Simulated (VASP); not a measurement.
# Se (P3_121) in VASP: notebook

Se is run at these levels: LDA; tasks: single point.

Program: VASP 6.6.1. These are calculated values, not measurements. Logs are shortened: lines on timing, memory, paths and dates and some standing lists are left out, and cuts for length are marked.

## (1) The cell of the first run

Symmetry: P3_121, No. 152, trigonal system. The conventional cell has a = 4.366 Å, b = 4.366 Å, c = 4.954 Å, α = 90.00°, β = 90.00°, γ = 120.00°. Se (site symmetry 2) has 2 Se at 2.37 Å within 3.1 Å.

## (2) Single point, LDA

The input, INCAR:

```
SYSTEM = Se
ALGO = Normal
EDIFF = 1E-7
ENCUT = 520
ISIF = 2
ISMEAR = 0
LASPH = .TRUE.
LCHARG = .FALSE.
LREAL = .FALSE.
LWAVE = .FALSE.
NBANDS = 16
NELM = 100
PREC = Accurate
SIGMA = 0.1
```

The input, KPOINTS:

```
k-points
0
G
  6 6 4
  0 0 0
```

The input, POSCAR:

```
Se
1.0
    4.3662000000      0.0000000000      0.0000000000
   -2.1831000000      3.7812401180      0.0000000000
    0.0000000000      0.0000000000      4.9536000000
Se
3
Direct
    0.2254000000      0.0000000000      0.3333333333
    0.0000000000      0.2254000000      0.6666666667
    0.7746000000      0.7746000000      0.0000000000
```

Potentials or basis: VASP PAW LDA potentials, release 64 (Se).

Run with:

```bash
$ cat potpaw_LDA.64/Se/POTCAR > POTCAR
$ mpirun -np 1 vasp_std > vasp.out
```

OUTCAR:

```text
SYSTEM = Se
   EDIFF = 1E-7
   ENCUT = 520
   ISIF = 2
   ISMEAR = 0
   LASPH = .TRUE.
   LREAL = .FALSE.
   NELM = 100
   PREC = Accurate

 ion  position               nearest neighbor table
   1  0.225  0.000  0.333-   3 2.37   2 2.37
   2  0.000  0.225  0.667-   3 2.37   1 2.37
   3  0.775  0.775  0.000-   2 2.37   1 2.37

  LATTYP: Found a hexagonal cell.
 ALAT       =     4.3662000000
 C/A-ratio  =     1.1345334616

  Lattice vectors:

 A1 = (   4.3662000000,   0.0000000000,   0.0000000000)
 A2 = (  -2.1831000000,   3.7812401180,   0.0000000000)
 A3 = (   0.0000000000,   0.0000000000,   4.9536000000)

Analysis of symmetry for initial positions (statically):
=====================================================================
 Subroutine PRICEL returns:
 Original cell was already a primitive cell.

 Routine SETGRP: Setting up the symmetry group for a
 hexagonal supercell.

 Subroutine GETGRP returns: Found  6 space group operations
 (whereof  2 operations were pure point group operations)
 out of a pool of 24 trial point group operations.

The static configuration has the point symmetry C_2 .
 The point group associated with its full space group is D_3 .

Analysis of symmetry for dynamics (positions and initial velocities):
=====================================================================
 Subroutine PRICEL returns:
 Original cell was already a primitive cell.

 Routine SETGRP: Setting up the symmetry group for a
 hexagonal supercell.

 Subroutine GETGRP returns: Found  6 space group operations
 (whereof  2 operations were pure point group operations)
 out of a pool of 24 trial point group operations.

The dynamic configuration has the point symmetry C_2 .
 The point group associated with its full space group is D_3 .

 Subroutine INISYM returns: Found  6 space group operations
 (whereof  2 operations are pure point group operations),
 and found     1 'primitive' translations

----------------------------------------------------------------------------------------

                                     Primitive cell

  volume of cell :      81.7822

  direct lattice vectors                    reciprocal lattice vectors
     4.366200000  0.000000000  0.000000000     0.229032110  0.132231751  0.000000000
    -2.183100000  3.781240118  0.000000000     0.000000000  0.264463501  0.000000000
     0.000000000  0.000000000  4.953600000     0.000000000  0.000000000  0.201873385

  length of vectors
     4.366200000  4.366200000  4.953600000     0.264463501  0.264463501  0.201873385

  position of ions in fractional coordinates (direct lattice)
     0.225400000  0.000000000  0.333333333
     0.000000000  0.225400000  0.666666667
     0.774600000  0.774600000  0.000000000

  ion indices of the primitive-cell ions
   primitive index   ion index
                 1           1
                 2           2
                 3           3

----------------------------------------------------------------------------------------

 KPOINTS: k-points

Automatic generation of k-mesh.
 Grid dimensions read from file:
 generate k-points for:    6    6    4

 Generating k-lattice:

  Cartesian coordinates                     Fractional coordinates (reciprocal lattice)
     0.038172018  0.022038625  0.000000000     0.166666667  0.000000000  0.000000000
     0.000000000  0.044077250  0.000000000     0.000000000  0.166666667  0.000000000
     0.000000000  0.000000000  0.050468346     0.000000000  0.000000000  0.250000000

  Length of vectors
     0.044077250  0.044077250  0.050468346

  Shift w.r.t. Gamma in fractional coordinates (k-lattice)
     0.000000000  0.000000000  0.000000000

 Subroutine IBZKPT returns following result:
 ===========================================

 Found     24 irreducible k-points:

 Following reciprocal coordinates:
            Coordinates               Weight
  0.000000  0.000000  0.000000      1.000000
  0.166667  0.000000  0.000000      6.000000
  0.333333  0.000000  0.000000      6.000000
  0.500000  0.000000  0.000000      3.000000
  0.166667  0.166667  0.000000      6.000000
  0.333333  0.166667  0.000000     12.000000
[... 16 lines left out ...]
  0.333333  0.166667  0.500000     12.000000
  0.333333  0.333333  0.500000      2.000000
   k-points           NKPTS =     24   k-points in BZ     NKDIM =     24   number of bands    NBANDS=     16
   number of dos      NEDOS =    301   number of ions     NIONS =      3
   total plane-waves  NPLWV =  40960
   dimension x,y,z NGX =    32 NGY =   32 NGZ =   40
   dimension x,y,z NGXF=    64 NGYF=   64 NGZF=   80
   ions per type =               3
   NGX,Y,Z   is equivalent  to a cutoff of  12.18, 12.18, 13.42 a.u.
   NGXF,Y,Z  is equivalent  to a cutoff of  24.37, 24.37, 26.85 a.u.
 SYSTEM =  Se
   PREC   = accura    normal or accurate (medium, high low for compatibility)
   ISTART =      0    job   : 0-new  1-cont  2-samecut
   ICHARG =      2    charge: 1-file 2-atom 10-const
   ISPIN  =      1    spin polarized calculation?
   LNONCOLLINEAR =      F non collinear calculations
   LSORBIT =      F    spin-orbit coupling
   LASPH  =      T    aspherical Exc in radial PAW
   ENCUT  =  520.0 eV  38.22 Ry    6.18 a.u.   8.12  8.12  9.21*2*pi/ulx,y,z
   NELM   =    100;   NELMIN=  2; NELMDL= -5     # of ELM steps
   EDIFF  = 0.1E-06   stopping-criterion for ELM
   LREAL  =      F    real-space projection
   EDIFFG = 0.1E-05   stopping-criterion for IOM
   NSW    =      0    number of steps for IOM
   IBRION =     -1    ionic relax: 0-MD 1-quasi-New 2-CG
   NFREE  =      0    steps in history (QN), initial steepest desc. (CG)
   ISIF   =      2    stress and relaxation
   ISYM   =      2    0-nonsym 1-usesym 2-fastsym
   POTIM  = 0.5000    time-step for ionic-motion
   TEBEG  =    0.0;   TEEND  =   0.0 temperature during run
   PSTRESS=    0.0 pullay stress
   NELECT =      18.0000    total number of electrons
   NUPDOWN=      -1.0000    fix difference up-down
   EMIN   =  10.00;   EMAX   =-10.00  energy-range for DOS
   EFERMI =   0.00;   METHOD = LEGACY
   ISMEAR =     0;   SIGMA  =   0.10  broadening in eV -4-tet -1-fermi 0-gaus
   EFERMI_NEDOS =   21; number of points for ismear=-14 and -15
   IALGO  =     38    algorithm
   IMIX   =      4    mixing-type and parameters
     AMIX     =   0.40;   BMIX     =  1.00
     AMIX_MAG =   1.60;   BMIX_MAG =  1.00
  volume/ion in A,a.u.               =      27.26       183.96
  Fermi-wavevector in a.u.,A,eV,Ry     =   0.988430  1.867862 13.292817  0.976995
  Thomas-Fermi vector in A             =   2.119956
   LORBIT       =      0    0 simple, 1 ext, 2 COOP (PROOUT), +10 PAW based schemes
   GGA     = CA    functional components
   LHFCALC =     F    Hartree Fock is set to
   AEXX    =    0.0000 exact exchange contribution
   IVDW    =     0    specifies the selected vdW correction
   LEPSILON=     F    determine dielectric tensor
   LRPA    =     F    only Hartree local field effects (RPA)
 non-spin polarized calculation
 Gauss-broadening in eV      SIGMA  =   0.10
  energy-cutoff  :      520.00
  volume of cell :       81.78
 maximum number of plane-waves:      2216
   NGX = 17   NGY = 17   NGZ = 19

 number of electron      18.0000000 magnetization

 Free energy of the ion-electron system (eV)
  ---------------------------------------------------
  ext. energy  EPLUGINS =         0.00000000
  ---------------------------------------------------
  free energy    TOTEN  =       -12.32221923 eV

  energy without entropy =      -12.32221923  energy(sigma->0) =      -12.32221923

 E-fermi :   3.1031     XC(G=0):  -9.1837

 val. band max:        2.6681740212   @ k =   0.5000   0.0000   0.5000
 cond. band min:       3.5789915950   @ k =   0.3333   0.3333   0.5000
 fundamental gap:      0.9108175738
 Fermi energy:         3.1031485532

 k-point     1 :       0.0000    0.0000    0.0000
  band No.  band energies     occupation
      1     -13.2156      2.00000
      2      -9.0964      2.00000
      3      -9.0964      2.00000
      4      -1.1897      2.00000
      5      -1.1897      2.00000
      6      -1.1316      2.00000
[... 8 lines left out ...]
     15       8.9653      0.00000
     16      10.9742      0.00000

 k-point     2 :       0.1667    0.0000    0.0000
  band No.  band energies     occupation
      1     -13.1098      2.00000
      2      -9.1940      2.00000
      3      -9.0861      2.00000
      4      -1.8983      2.00000
      5      -1.5092      2.00000
      6      -0.9325      2.00000
[... 8 lines left out ...]
     15       9.7934      0.00000
     16      10.9526      0.00000

 k-point     3 :       0.3333    0.0000    0.0000
  band No.  band energies     occupation
      1     -12.8696      2.00000
      2      -9.4414      2.00000
      3      -9.0647      2.00000
      4      -2.4155      2.00000
      5      -1.9110      2.00000
      6      -0.9644      2.00000
[... 8 lines left out ...]
     15      11.0664      0.00000
     16      12.0370      0.00000

 k-point     4 :       0.5000    0.0000    0.0000
  band No.  band energies     occupation
      1     -12.7301      2.00000
      2      -9.5961      2.00000
      3      -9.0536      2.00000
      4      -2.5241      2.00000
      5      -2.0801      2.00000
      6      -0.8082      2.00000
[... 8 lines left out ...]
     15      12.2652      0.00000
     16      12.3068      0.00000

 k-point     5 :       0.1667    0.1667    0.0000
  band No.  band energies     occupation
      1     -12.9345      2.00000
      2      -9.3359      2.00000
      3      -9.1081      2.00000
      4      -2.2488      2.00000
      5      -1.9875      2.00000
      6      -0.7951      2.00000
[... 8 lines left out ...]
     15      10.5447      0.00000
     16      11.3697      0.00000

 k-point     6 :       0.3333    0.1667    0.0000
  band No.  band energies     occupation
      1     -12.7334      2.00000
      2      -9.5016      2.00000
      3      -9.1543      2.00000
      4      -2.4432      2.00000
      5      -2.1959      2.00000
      6      -0.6734      2.00000
[... 8 lines left out ...]
     15      11.5232      0.00000
     16      12.0071      0.00000

 k-point     7 :       0.3333    0.3333    0.0000
  band No.  band energies     occupation
      1     -12.6620      2.00000
      2      -9.3723      2.00000
      3      -9.3723      2.00000
      4      -2.3561      2.00000
      5      -2.3561      2.00000
      6      -0.2006      2.00000
[... 8 lines left out ...]
     15      10.1900      0.00000
     16      12.2651      0.00000

 k-point     8 :       0.0000    0.0000    0.2500
  band No.  band energies     occupation
      1     -12.9201      2.00000
      2     -10.7199      2.00000
      3      -7.5670      2.00000
      4      -1.7992      2.00000
      5      -0.9724      2.00000
      6      -0.8452      2.00000
[... 8 lines left out ...]
     15       9.8184      0.00000
     16       9.8762      0.00000

 k-point     9 :       0.1667    0.0000    0.2500
  band No.  band energies     occupation
      1     -12.8196      2.00000
      2     -10.6750      2.00000
      3      -7.7565      2.00000
      4      -2.0451      2.00000
      5      -1.4968      2.00000
      6      -0.7164      2.00000
[... 8 lines left out ...]
     15       9.7733      0.00000
     16      10.0998      0.00000
[... 172 lines left out ...]
 k-point    19 :       0.1667    0.0000    0.5000
  band No.  band energies     occupation
      1     -11.9891      2.00000
      2     -11.9614      2.00000
      3      -7.1215      2.00000
      4      -2.4316      2.00000
      5      -1.1003      2.00000
      6      -1.0139      2.00000
[... 8 lines left out ...]
     15      10.3453      0.00000
     16      10.9237      0.00000

 k-point    20 :       0.3333    0.0000    0.5000
  band No.  band energies     occupation
      1     -11.8421      2.00000
      2     -11.7415      2.00000
      3      -7.6518      2.00000
      4      -2.9792      2.00000
      5      -1.6251      2.00000
      6      -1.4377      2.00000
[... 8 lines left out ...]
     15      10.5557      0.00000
     16      11.3478      0.00000

 k-point    21 :       0.5000    0.0000    0.5000
  band No.  band energies     occupation
      1     -11.7640      2.00000
      2     -11.6144      2.00000
      3      -7.9202      2.00000
      4      -3.2851      2.00000
      5      -1.7924      2.00000
      6      -1.6137      2.00000
[... 8 lines left out ...]
     15      11.4292      0.00000
     16      11.8370      0.00000

 k-point    22 :       0.1667    0.1667    0.5000
  band No.  band energies     occupation
      1     -11.8716      2.00000
      2     -11.8095      2.00000
      3      -7.5126      2.00000
      4      -2.7769      2.00000
      5      -1.5978      2.00000
      6      -1.4955      2.00000
[... 8 lines left out ...]
     15      10.6970      0.00000
     16      11.0206      0.00000

 k-point    23 :       0.3333    0.1667    0.5000
  band No.  band energies     occupation
      1     -11.7403      2.00000
      2     -11.6431      2.00000
      3      -7.8954      2.00000
      4      -3.1431      2.00000
      5      -2.0475      2.00000
      6      -1.9284      2.00000
[... 8 lines left out ...]
     15      10.9080      0.00000
     16      11.7467      0.00000

 k-point    24 :       0.3333    0.3333    0.5000
  band No.  band energies     occupation
      1     -11.6406      2.00000
      2     -11.6406      2.00000
      3      -8.0018      2.00000
      4      -3.1145      2.00000
      5      -2.3313      2.00000
      6      -2.3313      2.00000
[... 8 lines left out ...]
     15      11.0902      0.00000
     16      11.0902      0.00000

------------------------ aborting loop because EDIFF is reached ----------------------------------------

  FORCE on cell =-STRESS in cart. coord.  units (eV):
  Direction    XX          YY          ZZ          XY          YZ          ZX
  --------------------------------------------------------------------------------------
  -------------------------------------------------------------------------------------
  Total       -0.7897333     -0.7897333     -0.0443569     -0.0000000      0.0000000     -0.0000000
  in kB      -15.4714922    -15.4714922     -0.8689865     -0.0000000      0.0000000     -0.0000000
  external PRESSURE =     -10.6039903 kB  Pullay stress =       0.0000000 kB

 VOLUME and BASIS-vectors are now :
 -----------------------------------------------------------------------------
  energy-cutoff  :      520.00
  volume of cell :       81.78
      direct lattice vectors                 reciprocal lattice vectors
     4.366200000  0.000000000  0.000000000     0.229032110  0.132231751  0.000000000
    -2.183100000  3.781240118  0.000000000     0.000000000  0.264463501  0.000000000
     0.000000000  0.000000000  4.953600000     0.000000000  0.000000000  0.201873385

 POSITION                                       TOTAL-FORCE (eV/Angst)
 -----------------------------------------------------------------------------------
      0.98414      0.00000      1.65120         0.263426      0.000000      0.000000
     -0.49207      0.85229      3.30240        -0.131713      0.228134     -0.000000
      1.69103      2.92895      0.00000        -0.131713     -0.228134      0.000000
 -----------------------------------------------------------------------------------
    total drift:                                0.000001      0.000001     -0.000000

  FREE ENERGIE OF THE ION-ELECTRON SYSTEM (eV)
  ---------------------------------------------------
  free  energy   TOTEN  =       -12.3222192280 eV

  energy  without entropy=      -12.3222192279  energy(sigma->0) =      -12.32221923
```

Wall time 17 s (1 thread of Oxide Virtual Turin-like, shared host); peak memory 0.13 GiB.

Results:

| Item | Value |
| --- | --- |
| Free energy | -12.3222 eV |
| Pressure | -1.1 GPa |
| Largest force | 0.263 eV/Å |
| Band gap on the k mesh | 0.91 eV (least direct gap 1.13 eV) |

Forces in eV/Å, atoms in the order of the input:
```
Se   0.263  0.000  0.000
Se  -0.132  0.228  0.000
Se  -0.132 -0.228  0.000
```

A k mesh can miss the band edges.

## (3) Single point, LDA

This run uses another cell than the first one, of 23.04 Å³/atom.

The input, INCAR:

```
  PREC = Accurate
  ENCUT = 520
  EDIFF = 1E-6
  ISMEAR = 0
  SIGMA = 0.02
  LREAL = F
  LASPH = T
  NELM = 60
  ALGO = Normal
  ISIF = 2
  LWAVE = F
  LCHARG = F
  GGA = CA
  NBANDS = 16
```

The input, KPOINTS:

```
regular mesh
0
Gamma
  9 9 6
```

The input, POSCAR:

```
Se
1.0
    3.9486699383      0.0000000000      0.0000000000
   -1.9743349691      3.4196484777      0.0000000000
    0.0000000000      0.0000000000      5.1180211016
Se
3
Direct
    0.2553455648      0.0000000000      0.3333333333
    0.0000000000      0.2553455648      0.6666666667
    0.7446544352      0.7446544352      0.0000000000
```

Potentials or basis: VASP PAW LDA potentials, release 64 (Se).

Run with:

```bash
$ cat potpaw_LDA.64/Se/POTCAR > POTCAR
$ mpirun -np 1 vasp_std > vasp.out
```

It took 33 s on 1 thread of Oxide Virtual Turin-like, shared host; peak memory 0.15 GiB.

Results (log left out):

| Quantity | Value |
| --- | --- |
| Free energy | -12.4774 eV |
| Pressure | 0.2 GPa |
| Largest force | 0.034 eV/Å |
| Band gap on the k mesh | 0.28 eV |

Forces in eV/Å, atoms in the order of the input:
```
Se   0.034  0.000  0.000
Se  -0.017  0.030  0.000
Se  -0.017 -0.030  0.000
```

Stress tensor (GPa, compression positive):
```
0.16 0.00 0.00
0.00 0.16 0.00
0.00 0.00 0.32
```

Levels at points of the mesh, in eV from the valence-band top:
```tsv
k point	band 5	band 6	band 7	band 8	band 9	band 10	band 11	band 12	band 13	band 14
(0.00, 0.00, 0.00)	-3.44	-3.44	-1.99	-1.99	-0.71	1.32	1.32	1.98	6.17	6.17
(0.00, 0.00, 0.50)	-3.19	-3.19	-1.53	-1.35	-1.35	0.72	0.72	0.73	5.25	6.78
```

A k mesh can miss the band edges.

(Continued in part 2 of 2.)
